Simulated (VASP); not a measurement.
# CdS in VASP: a series of runs, part 2 of 2

VASP 6.6.1. Earlier steps stand in the parts before.

### 4 Single point, PBE

This run uses another cell than the first one, of 25.39 Å³/atom, 0.985 times its volume.

File INCAR:

```
SYSTEM = CdS
ALGO = Normal
EDIFF = 1E-6
ENCUT = 520
GGA = PE
ISIF = 2
ISMEAR = -1
LASPH = .True.
LCHARG = .True.
LELF = .True.
LREAL = .False.
LVHAR = .True.
LWAVE = .False.
NBANDS = 16
NELM = 60
PREC = Accurate
SIGMA = 0.02
```

File KPOINTS:

```
k-points
0
Gamma
  8 8 8
  0 0 0
```

File POSCAR:

```
CdS
1.0
    0.0000000000      2.9392148365      2.9392148365
    2.9392148365      0.0000000000      2.9392148365
    2.9392148365      2.9392148365      0.0000000000
Cd S
1 1
Direct
    0.0000000000      0.0000000000      0.0000000000
    0.2500000000      0.2500000000      0.2500000000
```

Potentials or basis: VASP PAW PBE potentials, release 64 (Cd, S).

Started as:

```
$ cat potpaw_PBE.64/Cd/POTCAR potpaw_PBE.64/S/POTCAR > POTCAR
$ mpirun -np 1 vasp_std > vasp.out
```

OUTCAR:

```text
SYSTEM = CdS
   EDIFF = 1E-6
   ENCUT = 520
   GGA = PE
   ISIF = 2
   ISMEAR = -1
   LASPH = .True.
   LREAL = .False.
   NELM = 60
   PREC = Accurate

 ion  position               nearest neighbor table
   1  0.000  0.000  0.000-   2 2.55   2 2.55   2 2.55   2 2.55
   2  0.250  0.250  0.250-   1 2.55   1 2.55   1 2.55   1 2.55

  LATTYP: Found a face centered cubic cell.
 ALAT       =     5.8784296730

  Lattice vectors:

 A1 = (   0.0000000000,   2.9392148365,   2.9392148365)
 A2 = (   2.9392148365,   0.0000000000,   2.9392148365)
 A3 = (   2.9392148365,   2.9392148365,   0.0000000000)

Analysis of symmetry for initial positions (statically):
=====================================================================
 Subroutine PRICEL returns:
 Original cell was already a primitive cell.

 Routine SETGRP: Setting up the symmetry group for a
 face centered cubic supercell.

 Subroutine GETGRP returns: Found 24 space group operations
 (whereof 24 operations were pure point group operations)
 out of a pool of 48 trial point group operations.

The static configuration has the point symmetry T_d .

Analysis of symmetry for dynamics (positions and initial velocities):
=====================================================================
 Subroutine PRICEL returns:
 Original cell was already a primitive cell.

 Routine SETGRP: Setting up the symmetry group for a
 face centered cubic supercell.

 Subroutine GETGRP returns: Found 24 space group operations
 (whereof 24 operations were pure point group operations)
 out of a pool of 48 trial point group operations.

The dynamic configuration has the point symmetry T_d .

 Subroutine INISYM returns: Found 24 space group operations
 (whereof 24 operations are pure point group operations),
 and found     1 'primitive' translations

----------------------------------------------------------------------------------------

                                     Primitive cell
[... 108 lines left out ...]
   IALGO  =     38    algorithm
   IMIX   =      4    mixing-type and parameters
     AMIX     =   0.40;   BMIX     =  1.00
     AMIX_MAG =   1.60;   BMIX_MAG =  1.00
  volume/ion in A,a.u.               =      25.39       171.35
  Fermi-wavevector in a.u.,A,eV,Ry     =   1.158575  2.189390 18.263062  1.342297
  Thomas-Fermi vector in A             =   2.295176
   LORBIT       =      0    0 simple, 1 ext, 2 COOP (PROOUT), +10 PAW based schemes
   GGA     = PE    functional components
   LHFCALC =     F    Hartree Fock is set to
   AEXX    =    0.0000 exact exchange contribution
   IVDW    =     0    specifies the selected vdW correction
   LEPSILON=     F    determine dielectric tensor
   LRPA    =     F    only Hartree local field effects (RPA)
 non-spin polarized calculation
  energy-cutoff  :      520.00
  volume of cell :       50.78
 maximum number of plane-waves:      1384
   NGX = 15   NGY = 15   NGZ = 15

 number of electron      18.0000005 magnetization

 Free energy of the ion-electron system (eV)
  ---------------------------------------------------
  ext. energy  EPLUGINS =         0.00000000
  ---------------------------------------------------
  free energy    TOTEN  =        -6.13926388 eV

  energy without entropy =       -6.13926388  energy(sigma->0) =       -6.13926388

 E-fermi :   1.5256     XC(G=0):  -9.0411

 val. band max:        1.1175639731   @ k =   0.0000   0.0000   0.0000
 cond. band min:       2.2158812078   @ k =   0.0000   0.0000   0.0000
 fundamental gap:      1.0983172346
 Fermi energy:         1.5256189347

 k-point     1 :       0.0000    0.0000    0.0000
  band No.  band energies     occupation
      1     -11.1119      2.00000
      2      -6.5290      2.00000
      3      -6.5290      2.00000
      4      -6.5290      2.00000
      5      -6.0804      2.00000
      6      -6.0804      2.00000
[... 433 lines left out ...]
      3      -6.3391      2.00000
      4      -6.1034      2.00000
      5      -6.0551      2.00000
      6      -5.6133      2.00000
[... 8 lines left out ...]
     15      13.3569      0.00000
     16      14.2118      0.00000

 [... further k-points ...]

------------------------ aborting loop because EDIFF is reached ----------------------------------------

  FORCE on cell =-STRESS in cart. coord.  units (eV):
  Direction    XX          YY          ZZ          XY          YZ          ZX
  --------------------------------------------------------------------------------------
  -------------------------------------------------------------------------------------
  Total        0.5412706      0.5412706      0.5412706      0.0000000      0.0000000      0.0000000
  in kB       17.0765856     17.0765856     17.0765856      0.0000000      0.0000000      0.0000000
  external PRESSURE =      17.0765856 kB  Pullay stress =       0.0000000 kB

 VOLUME and BASIS-vectors are now :
 -----------------------------------------------------------------------------
  energy-cutoff  :      520.00
  volume of cell :       50.78
      direct lattice vectors                 reciprocal lattice vectors
     0.000000000  2.939214837  2.939214837    -0.170113458  0.170113458  0.170113458
     2.939214837  0.000000000  2.939214837     0.170113458 -0.170113458  0.170113458
     2.939214837  2.939214837  0.000000000     0.170113458  0.170113458 -0.170113458

 POSITION                                       TOTAL-FORCE (eV/Angst)
 -----------------------------------------------------------------------------------
      0.00000      0.00000      0.00000        -0.000000     -0.000000     -0.000000
      1.46961      1.46961      1.46961         0.000000      0.000000      0.000000
 -----------------------------------------------------------------------------------
    total drift:                               -0.000000     -0.000000     -0.000000

  FREE ENERGIE OF THE ION-ELECTRON SYSTEM (eV)
  ---------------------------------------------------
  free  energy   TOTEN  =        -6.1392638845 eV

  energy  without entropy=       -6.1392638845  energy(sigma->0) =       -6.13926388
```

Run time: 38 s. Hardware: 1 thread of Intel Xeon 6975P-C, shared host; peak memory 0.18 GiB.

What came out:

* Free energy: -6.1393 eV
* Pressure: 1.7 GPa
* Band gap on the k mesh: 1.10 eV, direct

Levels at points of the mesh, in eV from the valence-band top:
```tsv
k point	band 5	band 6	band 7	band 8	band 9	band 10	band 11	band 12	band 13	band 14
(0.00, 0.00, 0.00)	-7.20	-7.20	0.00	0.00	0.00	1.10	6.55	6.55	6.55	11.31
(0.50, 0.00, 0.00)	-7.16	-6.84	-4.26	-0.72	-0.72	2.98	7.01	7.01	7.41	11.02
(0.50, 0.50, 0.00)	-7.12	-6.78	-3.85	-1.80	-1.80	3.59	4.32	9.14	10.64	10.64
```

### 5 Single point, r2SCAN (strain -1.5%)

File POSCAR:

```
CdS
1.0
    0.0000000000      2.8951266139      2.8951266139
    2.8951266139      0.0000000000      2.8951266139
    2.8951266139      2.8951266139      0.0000000000
Cd S
1 1
Direct
    0.0000000000      0.0000000000      0.0000000000
    0.2500000000      0.2500000000      0.2500000000
```

File INCAR.step1:

```
PREC = Accurate
ENCUT = 520
ISMEAR = 0
SIGMA = 0.01
LREAL = F
LASPH = T
NELM = 60
NBANDS = 16
GGA = PE
ALGO = Normal
EDIFF = 1E-4
LWAVE = T
LCHARG = F
```

File INCAR.step2:

```
PREC = Accurate
ENCUT = 520
EDIFF = 1E-7
ISMEAR = 0
SIGMA = 0.01
LREAL = F
LASPH = T
NELM = 60
ALGO = Normal
ISIF = 2
LWAVE = F
LCHARG = F
METAGGA = R2SCAN
LMIXTAU = T
NBANDS = 16
ISTART = 1
```

File KPOINTS:

```
regular mesh
0
Gamma
  8 8 8
```

Started as:

```
$ cat potpaw_PBE.64/Cd/POTCAR potpaw_PBE.64/S/POTCAR > POTCAR
$ cp INCAR.step1 INCAR
$ mpirun -np 1 vasp_std > vasp.out
$ cp INCAR.step2 INCAR
$ mpirun -np 1 vasp_std > vasp.out
```

It took 2.8 min on 1 thread of Intel Xeon 6975P-C, shared host; peak memory 0.18 GiB.

The run converged. Its results:

- Free energy: -29.6607 eV
- Pressure: 3.4 GPa
- Band gap on the k mesh: 1.64 eV, direct

Levels at points of the mesh, in eV from the valence-band top:
| k point | band 6 | band 7 | band 8 | band 9 | band 10 | band 11 | band 12 | band 13 |
| --- | --- | --- | --- | --- | --- | --- | --- | --- |
| (0.00, 0.00, 0.00) | -7.51 | 0.00 | 0.00 | 0.00 | 1.64 | 7.07 | 7.07 | 7.07 |
| (0.50, 0.00, 0.00) | -7.10 | -4.61 | -0.80 | -0.80 | 3.51 | 7.48 | 7.48 | 7.97 |
| (0.50, 0.50, 0.00) | -7.03 | -4.08 | -2.01 | -2.01 | 3.81 | 4.78 | 9.91 | 11.69 |

Caveat: the cell differs from its parent crystal (strain -1.5%); the PAW data sets were made with another functional, which shifts forces and pressure a little.

### 6 Summary

| level | cell | k mesh | smearing | gap on the mesh (eV) | pressure (GPa) |
| --- | --- | --- | --- | --- | --- |
| PBE | a = 4.157, b = 4.188, c = 4.188 Å, angles 59.5, 60.2, 60.2°, 2 atoms | 4 × 4 × 4 | gaussian 0.01 eV | 1.04 | 1.0 |
| PBE | a = 4.094 Å, angles 60.0°, 2 atoms | 8 × 8 × 8 | fermi-dirac 0.02 eV | 1.20 | 4.8 |
| PBE | a = 4.157 Å, angles 60.0°, 2 atoms | 8 × 8 × 8 | fermi-dirac 0.02 eV | 1.10 | 1.7 |
| r2SCAN | a = 4.094 Å, angles 60.0°, 2 atoms | 8 × 8 × 8 | gaussian 0.01 eV | 1.64 | 3.4 |

Alike in all rows: task single point; potentials or basis VASP PAW PBE potentials, release 64 (Cd, S); no spin polarisation; cutoff (eV) 520.

Caveats: some runs use coarse meshes; the PAW data sets were made with another functional, which shifts forces and pressure a little (some runs).

Total energies depend on the potentials used, so only differences within one code and one set of settings carry meaning.
